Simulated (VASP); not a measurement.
# Mg3Ti (I4/mmm) in VASP: further runs

Mg3Ti is run at these levels: PBE; tasks: single point.

Program: VASP 6.6.1. These are calculated values, not measurements. Logs are shortened: lines on timing, memory, paths and dates and some standing lists are left out, and cuts for length are marked.

## (1) The cell of the first run

It takes space group I4/mmm (No. 139, tetragonal). Conventional cell: a = 4.312 Å, b = 4.312 Å, c = 8.576 Å, α = 90.00°, β = 90.00°, γ = 90.00°. Ti (site symmetry 4/mmm) has 12 Mg at 3.04 to 3.05 Å within 4.0 Å. Mg (site symmetry -4m2) has 4 Ti at 3.04 Å and 8 Mg at 3.04 to 3.05 Å within 4.0 Å. Within 4.0 Å of Mg (site symmetry 4/mmm) lie 8 Mg at 3.04 Å and 4 Ti at 3.05 Å.

## (2) Single point, PBE

File INCAR:

```
SYSTEM = Mg3Ti
ALGO = Fast
EDIFF = 1E-6
ENCUT = 520
GGA = PE
ISIF = 2
ISMEAR = -1
LASPH = .True.
LCHARG = .False.
LREAL = .False.
LWAVE = .False.
NBANDS = 17
NELM = 60
PREC = Accurate
SIGMA = 0.05
```

File KPOINTS:

```
k-points
0
Gamma
  9 9 9
  0 0 0
```

File POSCAR:

```
Mg3Ti
1.0
   -2.1560396377      2.1560396377      4.2882097007
    2.1560396377     -2.1560396377      4.2882097007
    2.1560396377      2.1560396377     -4.2882097007
Ti Mg
1 3
Direct
    0.0000000000      0.0000000000      0.0000000000
    0.7500000000      0.2500000000      0.5000000000
    0.2500000000      0.7500000000      0.5000000000
    0.5000000000      0.5000000000      0.0000000000
```

Potentials or basis: VASP PAW PBE potentials, release 64 (Ti_sv, Mg).

Started as:

```sh
cat potpaw_PBE.64/Ti_sv/POTCAR potpaw_PBE.64/Mg/POTCAR > POTCAR
mpirun -np 1 vasp_std > vasp.out
```

OUTCAR:

```text
SYSTEM = Mg3Ti
   EDIFF = 1E-6
   ENCUT = 520
   GGA = PE
   ISIF = 2
   ISMEAR = -1
   LASPH = .True.
   LREAL = .False.
   NELM = 60
   PREC = Accurate

 ion  position               nearest neighbor table
   1  0.000  0.000  0.000-   2 3.04   3 3.04   2 3.04   3 3.04   2 3.04   3 3.04   2 3.04   3 3.04
                             4 3.05   4 3.05   4 3.05   4 3.05
   2  0.750  0.250  0.500-   4 3.04   1 3.04   1 3.04   4 3.04   1 3.04   4 3.04   4 3.04   1 3.04
                             3 3.05   3 3.05   3 3.05   3 3.05
   3  0.250  0.750  0.500-   1 3.04   4 3.04   1 3.04   4 3.04   1 3.04   4 3.04   1 3.04   4 3.04
                             2 3.05   2 3.05   2 3.05   2 3.05
   4  0.500  0.500  0.000-   3 3.04   2 3.04   2 3.04   3 3.04   2 3.04   3 3.04   3 3.04   2 3.04
                             1 3.05   1 3.05   1 3.05   1 3.05

  LATTYP: Found a body centered tetragonal cell.
 ALAT       =     4.3120792754
 C/A-ratio  =     1.9889289722

  Lattice vectors:

 A1 = (  -2.1560396377,   2.1560396377,   4.2882097007)
 A2 = (   2.1560396377,  -2.1560396377,   4.2882097007)
 A3 = (   2.1560396377,   2.1560396377,  -4.2882097007)

Analysis of symmetry for initial positions (statically):
=====================================================================
 Subroutine PRICEL returns:
 Original cell was already a primitive cell.

 Routine SETGRP: Setting up the symmetry group for a
 body centered tetragonal supercell.

 Subroutine GETGRP returns: Found 16 space group operations
 (whereof 16 operations were pure point group operations)
 out of a pool of 16 trial point group operations.

The static configuration has the point symmetry D_4h.

Analysis of symmetry for dynamics (positions and initial velocities):
=====================================================================
 Subroutine PRICEL returns:
 Original cell was already a primitive cell.

 Routine SETGRP: Setting up the symmetry group for a
 body centered tetragonal supercell.

 Subroutine GETGRP returns: Found 16 space group operations
 (whereof 16 operations were pure point group operations)
 out of a pool of 16 trial point group operations.

The dynamic configuration has the point symmetry D_4h.

 Subroutine INISYM returns: Found 16 space group operations
 (whereof 16 operations are pure point group operations),
 and found     1 'primitive' translations

----------------------------------------------------------------------------------------

                                     Primitive cell

  volume of cell :      79.7351

[... 91 lines left out ...]
   NELM   =     60;   NELMIN=  2; NELMDL= -5     # of ELM steps
   EDIFF  = 0.1E-05   stopping-criterion for ELM
   LREAL  =      F    real-space projection
   EDIFFG = 0.1E-04   stopping-criterion for IOM
   NSW    =      0    number of steps for IOM
   IBRION =     -1    ionic relax: 0-MD 1-quasi-New 2-CG
   NFREE  =      0    steps in history (QN), initial steepest desc. (CG)
   ISIF   =      2    stress and relaxation
   ISYM   =      2    0-nonsym 1-usesym 2-fastsym
   POTIM  = 0.5000    time-step for ionic-motion
   TEBEG  =    0.0;   TEEND  =   0.0 temperature during run
   PSTRESS=    0.0 pullay stress
   NELECT =      18.0000    total number of electrons
   NUPDOWN=      -1.0000    fix difference up-down
   EMIN   =  10.00;   EMAX   =-10.00  energy-range for DOS
   EFERMI =   0.00;   METHOD = LEGACY
   ISMEAR =    -1;   SIGMA  =   0.05  broadening in eV -4-tet -1-fermi 0-gaus
   EFERMI_NEDOS =   21; number of points for ismear=-14 and -15
   IALGO  =     68    algorithm
   IMIX   =      4    mixing-type and parameters
     AMIX     =   0.40;   BMIX     =  1.00
     AMIX_MAG =   1.60;   BMIX_MAG =  1.00
  volume/ion in A,a.u.               =      19.93       134.52
  Fermi-wavevector in a.u.,A,eV,Ry     =   0.996818  1.883713 13.519374  0.993646
  Thomas-Fermi vector in A             =   2.128932
   LORBIT       =      0    0 simple, 1 ext, 2 COOP (PROOUT), +10 PAW based schemes
   GGA     = PE    functional components
   LHFCALC =     F    Hartree Fock is set to
   AEXX    =    0.0000 exact exchange contribution
   IVDW    =     0    specifies the selected vdW correction
   LEPSILON=     F    determine dielectric tensor
   LRPA    =     F    only Hartree local field effects (RPA)
 non-spin polarized calculation
 RMM-DIIS sequential band-by-band and
  energy-cutoff  :      520.00
  volume of cell :       79.74
 maximum number of plane-waves:      2178
   NGX = 19   NGY = 19   NGZ = 19

 number of electron      18.0000000 magnetization

 Free energy of the ion-electron system (eV)
  ---------------------------------------------------
  ext. energy  EPLUGINS =         0.00000000
  ---------------------------------------------------
  free energy    TOTEN  =       -11.37308256 eV

  energy without entropy =      -11.33243861  energy(sigma->0) =      -11.35276059

 E-fermi :   3.9935     XC(G=0):  -9.4184

 val. band max:        3.9919184688   @ k =  -0.4444   0.2222   0.1111
 cond. band min:       4.0029544688   @ k =   0.1111   0.1111   0.1111
 fundamental gap:      0.0110360000
 Fermi energy:         3.9935000427

 k-point     1 :       0.0000    0.0000    0.0000
  band No.  band energies     occupation
      1     -53.0735      2.00000
      2     -29.3674      2.00000
      3     -29.3159      2.00000
      4     -29.3159      2.00000
      5      -2.8629      2.00000
      6       3.3718      1.99999
[... 457 lines left out ...]
      4     -29.3203      2.00000
      5       0.7828      2.00000
      6       1.2449      2.00000
[... 9 lines left out ...]
     16       8.4547      0.00000
     17       9.2864      0.00000

 [... further k-points ...]
[... 5 lines left out ...]
  --------------------------------------------------------------------------------------
  -------------------------------------------------------------------------------------
  Total        1.5331666      1.5331666      0.9081443      0.0000000      0.0000000      0.0000000
  in kB       30.8070739     30.8070739     18.2480285      0.0000000      0.0000000      0.0000000
  external PRESSURE =      26.6207255 kB  Pullay stress =       0.0000000 kB

 VOLUME and BASIS-vectors are now :
 -----------------------------------------------------------------------------
  energy-cutoff  :      520.00
  volume of cell :       79.74
      direct lattice vectors                 reciprocal lattice vectors
    -2.156039638  2.156039638  4.288209701     0.000000000  0.231906683  0.116598775
     2.156039638 -2.156039638  4.288209701     0.231906683  0.000000000  0.116598775
     2.156039638  2.156039638 -4.288209701     0.231906683  0.231906683  0.000000000

 POSITION                                       TOTAL-FORCE (eV/Angst)
 -----------------------------------------------------------------------------------
      0.00000      0.00000      0.00000        -0.000000      0.000000      0.000000
      0.00000      2.15604      2.14410         0.000000     -0.000000     -0.000000
      2.15604      0.00000      2.14410         0.000000      0.000000     -0.000000
      0.00000      0.00000      4.28821        -0.000000      0.000000      0.000000
 -----------------------------------------------------------------------------------
    total drift:                               -0.000000     -0.000000      0.000000

  FREE ENERGIE OF THE ION-ELECTRON SYSTEM (eV)
  ---------------------------------------------------
  free  energy   TOTEN  =       -11.3730825625 eV

  energy  without entropy=      -11.3324386083  energy(sigma->0) =      -11.35276059
```

stdout:

```text
POSCAR found type information on POSCAR TiMg
 POSCAR found :  2 types and       4 ions
 scaLAPACK will be used
 LDA part: xc-table for (Slater+PW92), standard interpolation
 POSCAR, INCAR and KPOINTS ok, starting setup
 FFT: planning ... GRIDC
 FFT: planning ... GRID_SOFT
 FFT: planning ... GRID
 WAVECAR not read
 entering main loop
WARNING in EDDRMM: call to ZHEGV failed, returncode =   8  4     10
WARNING in EDDRMM: call to ZHEGV failed, returncode =   8  4      6
WARNING in EDDRMM: call to ZHEGV failed, returncode =   8  4      6
WARNING in EDDRMM: call to ZHEGV failed, returncode =   6  3     12
WARNING in EDDRMM: call to ZHEGV failed, returncode =   8  4      5
WARNING in EDDRMM: call to ZHEGV failed, returncode =   8  4      7
WARNING in EDDRMM: call to ZHEGV failed, returncode =   6  3     10
```

It took 5.1 min on 1 thread of AMD EPYC 7R13 (Zen 3), shared host; peak memory 0.27 GiB.

What came out:

```
Free energy            : -11.3731 eV
Pressure               : 2.7 GPa
Band gap on the k mesh : zero (band 9 reaches 4.42 eV, above the bottom of band 10 at 3.31 eV)
```

Stress tensor (GPa, compression positive):
```
3.08 0.00 0.00
0.00 3.08 0.00
0.00 0.00 1.82
```

Levels at points of the mesh, in eV from the Fermi level:
| k point | band 7 | band 8 | band 9 | band 10 | band 11 | band 12 |
| --- | --- | --- | --- | --- | --- | --- |
| (0.00, 0.00, 0.00) | -0.57 | -0.30 | -0.30 | 0.60 | 0.67 | 2.67 |

## (3) Single point, PBE

This run uses another cell than the first one, of 20.36 Å³/atom, 1.021 times its volume.

File INCAR:

```
PREC     = Accurate       # precision mode
ENCUT    = 520            # plane-wave cutoff, eV
EDIFF    = 1E-6           # SCF threshold, eV
ISMEAR   = -1             # smearing method
SIGMA    = 0.05           # smearing width, eV
LREAL    = F              # projectors in reciprocal space
LASPH    = T              # aspherical terms in the spheres
NELM     = 60             # most SCF steps
ALGO     = Normal         # electronic algorithm
ISIF     = 2              # what is computed and relaxed
LWAVE    = F              # write WAVECAR
LCHARG   = F              # write CHGCAR
GGA      = PE             # functional
NBANDS   = 17             # bands
```

File KPOINTS:

```
regular mesh
0
Gamma
  9 9 9
```

File POSCAR:

```
Mg3Ti
1.0
   -2.1712235157      2.1712235157      4.3184093555
    2.1712235157     -2.1712235157      4.3184093555
    2.1712235157      2.1712235157     -4.3184093555
Ti Mg
1 3
Direct
    0.0000000000      0.0000000000      0.0000000000
    0.7500000000      0.2500000000      0.5000000000
    0.2500000000      0.7500000000      0.5000000000
    0.5000000000      0.5000000000      0.0000000000
```

Potentials or basis: VASP PAW PBE potentials, release 64 (Ti_sv, Mg).

Started as:

```sh
cat potpaw_PBE.64/Ti_sv/POTCAR potpaw_PBE.64/Mg/POTCAR > POTCAR
mpirun -np 1 vasp_std > vasp.out
```

OUTCAR:

```text
PREC = Accurate
   ENCUT = 520
   EDIFF = 1E-6
   ISMEAR = -1
   LREAL = F
   LASPH = T
   NELM = 60
   ISIF = 2
   GGA = PE

 ion  position               nearest neighbor table
   1  0.000  0.000  0.000-   2 3.06   3 3.06   2 3.06   3 3.06   2 3.06   3 3.06   2 3.06   3 3.06
                             4 3.07   4 3.07   4 3.07   4 3.07
   2  0.750  0.250  0.500-   4 3.06   1 3.06   1 3.06   4 3.06   1 3.06   4 3.06   4 3.06   1 3.06
                             3 3.07   3 3.07   3 3.07   3 3.07
   3  0.250  0.750  0.500-   1 3.06   4 3.06   1 3.06   4 3.06   1 3.06   4 3.06   1 3.06   4 3.06
[... 685 lines left out ...]
  -------------------------------------------------------------------------------------
  Total        0.9492649      0.9492649      0.3747628      0.0000000     -0.0000000      0.0000000
  in kB       18.6769147     18.6769147      7.3735077      0.0000000     -0.0000000      0.0000000
  external PRESSURE =      14.9091123 kB  Pullay stress =       0.0000000 kB

 VOLUME and BASIS-vectors are now :
 -----------------------------------------------------------------------------
  energy-cutoff  :      520.00
  volume of cell :       81.43
      direct lattice vectors                 reciprocal lattice vectors
    -2.171223516  2.171223516  4.318409356     0.000000000  0.230284905  0.115783373
     2.171223516 -2.171223516  4.318409356     0.230284905  0.000000000  0.115783373
     2.171223516  2.171223516 -4.318409356     0.230284905  0.230284905  0.000000000

 POSITION                                       TOTAL-FORCE (eV/Angst)
 -----------------------------------------------------------------------------------
      0.00000      0.00000      0.00000        -0.000000     -0.000000     -0.000000
     -0.00000      2.17122      2.15920         0.000000      0.000000      0.000000
      2.17122     -0.00000      2.15920        -0.000000     -0.000000     -0.000000
      0.00000      0.00000      4.31841        -0.000000     -0.000000     -0.000000
 -----------------------------------------------------------------------------------
    total drift:                               -0.000000     -0.000000      0.000000

  FREE ENERGIE OF THE ION-ELECTRON SYSTEM (eV)
  ---------------------------------------------------
  free  energy   TOTEN  =       -11.3950765529 eV

  energy  without entropy=      -11.3534408126  energy(sigma->0) =      -11.37425868
```

OSZICAR:

```text
N       E                     dE             d eps       ncg     rms          rms(c)
DAV:   1     0.975673887999E+02    0.97567E+02   -0.78626E+03  2558   0.941E+02
DAV:   2    -0.659868631934E+01   -0.10417E+03   -0.10150E+03  2656   0.243E+02
DAV:   3    -0.131557776057E+02   -0.65571E+01   -0.63858E+01  4230   0.561E+01
DAV:   4    -0.133381936118E+02   -0.18242E+00   -0.18192E+00  2960   0.867E+00
DAV:   5    -0.133450207827E+02   -0.68272E-02   -0.68252E-02  3962   0.152E+00    0.854E+00
DAV:   6    -0.134039809740E+02   -0.58960E-01   -0.24468E+01  3225   0.325E+01    0.123E+01
DAV:   7    -0.115344955421E+02    0.18695E+01   -0.14219E+01  2940   0.253E+01    0.263E+00
DAV:   8    -0.115019061666E+02    0.32589E-01   -0.17557E+00  2995   0.919E+00    0.256E+00
DAV:   9    -0.113943664884E+02    0.10754E+00   -0.41383E-01  2964   0.429E+00    0.188E-01
DAV:  10    -0.113955329313E+02   -0.11664E-02   -0.13118E-02  3021   0.666E-01    0.138E-01
DAV:  11    -0.113950768812E+02    0.45605E-03   -0.21961E-03  3019   0.322E-01    0.308E-02
DAV:  12    -0.113950758479E+02    0.10333E-05   -0.61120E-05  2941   0.650E-02    0.324E-03
DAV:  13    -0.113950765529E+02   -0.70501E-06   -0.35442E-06  2831   0.156E-02
   1 F= -.11395077E+02 E0= -.11374259E+02  d E =-.416357E-01
```

It took 1.9 min on 1 thread of AMD EPYC 7R13 (Zen 3), shared host; peak memory 0.26 GiB.

What came out:

| Property | Result |
| --- | --- |
| Free energy | -11.3951 eV |
| Pressure | 1.5 GPa |
| Band gap on the k mesh | zero (band 9 reaches 4.28 eV, above the bottom of band 10 at 3.18 eV) |

[end of part 1 of 2]
